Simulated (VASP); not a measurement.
**MoS2: relaxation of cell and atoms with PBE+D3(BJ)**

Crystal: MoS2.

```
CELL_PARAMETERS angstrom
3.16100 0.00000 0.00000
-1.58050 2.73751 0.00000
0.00000 0.00000 12.29500
ATOMIC_POSITIONS crystal
Mo 0.33333 0.66667 0.25000
Mo 0.66667 0.33333 0.75000
S 0.33333 0.66667 0.62750
S 0.66667 0.33333 0.12750
S 0.33333 0.66667 0.87250
S 0.66667 0.33333 0.37250
```

```
Program                : VASP 6.6.1
Task                   : relaxation of cell and atoms
Functional             : PBE
Dispersion             : D3(BJ)
Potentials or basis    : VASP PAW PBE potentials, release 64 (Mo_sv, S)
Cutoff                 : 600 eV
k mesh                 : 6 × 6 × 2
Occupations            : gaussian, width 0.1 eV
Spin                   : no spin polarisation
Dipole correction      : no
Further INCAR settings : ALGO = Normal; EDIFF = 1e-06; IBRION = 2; EDIFFG = -0.05; NSW = 100; ISIF = 3
```

The relaxed volume is 17.29 Å³/atom. The relaxed cell is a = 3.149 Å, b = 3.149 Å, c = 12.075 Å, α = 90.00°, β = 90.00°, γ = 120.00° and the space group after relaxing (to 0.05 Å) is P6_3/mmc (No. 194). The energy gained by relaxing is 24.2 meV/atom, the ionic steps are 11 and the pressure after relaxing is 0.0 GPa. The largest force after relaxing is 0.004 eV/Å and the band gap on the k mesh is 0.80 eV, indirect (least direct gap 1.70 eV). The dispersion energy per atom is -0.438 eV.

Forces in eV/Å, atoms in the order of the input:
```
Mo   0.000  0.000  0.000
Mo   0.000  0.000  0.000
S    0.000  0.000 -0.004
S    0.000  0.000 -0.004
S    0.000  0.000  0.004
S    0.000  0.000  0.004
```

Stress tensor (GPa, compression positive):
```
-0.06  0.00  0.00
 0.00 -0.06  0.00
 0.00  0.00  0.05
```

The path:
```tsv
step	energy change (eV)	largest force (eV/Å)	pressure (GPa)	volume (Å³)
1	0.0000	1.2067	4.77	106.39
2	0.2503	1.4708	-10.88	114.68
3	-0.1064	0.1349	-1.61	109.20
4	-0.1066	0.1722	-1.38	109.09
5	-0.1226	0.0988	-0.16	107.38
6	-0.1227	0.0952	-0.10	107.30
7	-0.1265	0.0938	-0.07	106.93
8	-0.1361	0.0894	0.07	105.81
9	-0.1447	0.0794	0.50	103.58
10	-0.1365	0.2699	-1.86	104.24
11	-0.1453	0.0041	-0.02	103.72
```

Final structure:
```yaml
crystal:
  lattice:
    - [3.14930, 0.00000, 0.00000]
    - [-1.57465, 2.72738, 0.00000]
    - [0.00000, 0.00000, 12.07531]
  atoms:
    - { symbol: Mo, position: [0.33333, 0.66667, 0.25000] }
    - { symbol: Mo, position: [0.66667, 0.33333, 0.75000] }
    - { symbol: S, position: [0.33333, 0.66667, 0.62041] }
    - { symbol: S, position: [0.66667, 0.33333, 0.12041] }
    - { symbol: S, position: [0.33333, 0.66667, 0.87959] }
    - { symbol: S, position: [0.66667, 0.33333, 0.37959] }
```

Levels at points of the mesh, in eV from the valence-band top:
| k point | band 23 | band 24 | band 25 | band 26 | band 27 | band 28 | band 29 | band 30 |
| --- | --- | --- | --- | --- | --- | --- | --- | --- |
| (0.00, 0.00, 0.00) | -2.16 | -1.28 | -1.10 | 0.00 | 2.09 | 2.09 | 2.12 | 2.12 |
| (0.50, 0.00, 0.00) | -1.79 | -1.53 | -1.49 | -1.34 | 1.61 | 1.67 | 1.99 | 2.30 |
| (0.00, 0.00, 0.50) | -2.19 | -2.19 | -0.26 | -0.26 | 2.09 | 2.09 | 2.09 | 2.09 |
| (0.50, 0.00, 0.50) | -1.66 | -1.66 | -1.40 | -1.40 | 1.64 | 1.64 | 2.16 | 2.16 |

It took 3.6 min on 1 thread of Intel(R) Xeon(R) 6975P-C (Granite Rapids), with other jobs on the host, peak memory 0.3 GiB.

Caveat: the relaxation stopped at a loose force limit of 0.05 eV/Å, so its end isn't a converged minimum. PBE gaps usually lie below the measured ones, often by a third to a half.
